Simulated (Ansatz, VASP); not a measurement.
## One calculation of In2O3, two programs

```
In O
1.0
    -5.03083    5.03083    5.03083
     5.03083   -5.03083    5.03083
     5.03083    5.03083   -5.03083
In O
16 24
Direct
  0.50000 0.50000 0.50000
  0.50000 0.00000 0.00000
  0.00000 0.50000 0.00000
  0.00000 0.00000 0.50000
  0.25000 0.71636 0.46636
  0.75000 0.78364 0.03364
  0.46636 0.25000 0.71636
  0.03364 0.75000 0.78364
  0.71636 0.46636 0.25000
  0.78364 0.03364 0.75000
  0.75000 0.28364 0.53364
  0.25000 0.21636 0.96636
  0.53364 0.75000 0.28364
  0.96636 0.25000 0.21636
  0.28364 0.53364 0.75000
  0.21636 0.96636 0.25000
  0.53622 0.77205 0.54451
  0.72755 0.99171 0.95549
  0.96378 0.50829 0.23584
  0.77245 0.72795 0.26416
  0.54451 0.53622 0.77205
  0.95549 0.72755 0.99171
  0.23584 0.96378 0.50829
  0.26416 0.77245 0.72795
  0.77205 0.54451 0.53622
  0.99171 0.95549 0.72755
  0.50829 0.23584 0.96378
  0.72795 0.26416 0.77245
  0.46378 0.22795 0.45549
  0.27245 0.00829 0.04451
  0.03622 0.49171 0.76416
  0.22755 0.27205 0.73584
  0.45549 0.46378 0.22795
  0.04451 0.27245 0.00829
  0.76416 0.03622 0.49171
  0.73584 0.22755 0.27205
  0.22795 0.45549 0.46378
  0.00829 0.04451 0.27245
  0.49171 0.76416 0.03622
  0.27205 0.73584 0.22755
```

Alike in both runs: functional LDA; k mesh 2 × 2 × 2; no spin polarisation.

Ansatz relaxed the structure, and its values are those at the end. VASP's run is a single point on that final structure, the one shown.

|  | VASP | Ansatz |
| --- | --- | --- |
| version | VASP 6.6.1 | Ansatz 0.2.0 |
| potentials or method | VASP PAW LDA potentials, release 64 (In_d, O) | scalar-relativistic, plane waves, PAW |
| plane-wave cutoff (eV) | 520 | 420 |
| occupations | gaussian, width 0.01 eV | fixed |
| valence electrons in the cell | 352 | 352 |

|  | VASP | Ansatz | Ansatz less VASP |
| --- | --- | --- | --- |
| gap on the k mesh at the Fermi level (eV) | 1.19 | 1.17 | -0.018 |
| least direct gap on the mesh (eV) | 1.19 | 1.17 | -0.018 |
| pressure (GPa) | 0.7 | 0.0 | -0.72 |
| rms of the force components (eV/Å) | 0.005 | 0.000 | -0.0048 |

LDA's correlation is that of Perdew and Zunger in VASP and of Perdew and Wang (1992) in Ansatz.

The k mesh is coarse, so the values compare programs but aren't converged.
